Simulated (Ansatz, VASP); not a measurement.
One calculation of C, two programs

The input INCAR:

```
SYSTEM = C
ALGO = Normal
EDIFF = 1E-6
ENCUT = 600
GGA = PE
GGA_COMPAT = .False.
ISIF = 2
ISMEAR = 0
LASPH = .True.
LCHARG = .False.
LREAL = .False.
LWAVE = .False.
NBANDS = 11
NELM = 120
PREC = Accurate
SIGMA = 0.02
```

Contents of KPOINTS:

```
k-points
0
Gamma
  12 12 12
  0 0 0
```

Contents of POSCAR:

```
C
1.0
    0.0000000000      1.7493401220      1.7493401220
    1.7493401220      0.0000000000      1.7493401220
    1.7493401220      1.7493401220      0.0000000000
C
2
Direct
    0.0000000000      0.0000000000      0.0000000000
    0.2500000000      0.2500000000      0.2500000000
```

Input for Ansatz:

```yaml
crystal:
  lattice:
    - [0.0, 1.749340122, 1.749340122]
    - [1.749340122, 0.0, 1.749340122]
    - [1.749340122, 1.749340122, 0.0]
  atoms:
    - { symbol: C, position: [0.0, 0.0, 0.0] }
    - { symbol: C, position: [0.25, 0.25, 0.25] }
basis:
  ecutwfc: 420
kpoints:
  mp_grid: { grid: [12, 12, 12] }
hamiltonian:
  xc: pbe
scf:
  occupations: { method: gaussian, width: 0.02 }
  mixing: { beta: 0.2 }
  n_extra_bands: 16
output:
  forces: true
  stress: true
  eigenvalues: true
```

Alike in both runs: task single point; functional PBE; k mesh 12 × 12 × 12; occupations gaussian, width 0.02 eV; no spin polarisation.

```csv
,VASP,Ansatz
version,VASP 6.6.1,Ansatz 0.2.0
potentials or method,"VASP PAW PBE potentials, release 64 (C), cutoff 600 eV","scalar-relativistic, plane waves, PAW"
valence electrons in the cell,8,8
```

```csv
,VASP,Ansatz,Ansatz less VASP
gap on the k mesh at the Fermi level (eV),4.29,4.29,+0.006
least direct gap on the mesh (eV),5.75,5.76,+0.006
```

With one functional, cell and mesh, what is left measures potentials, basis and numerics.
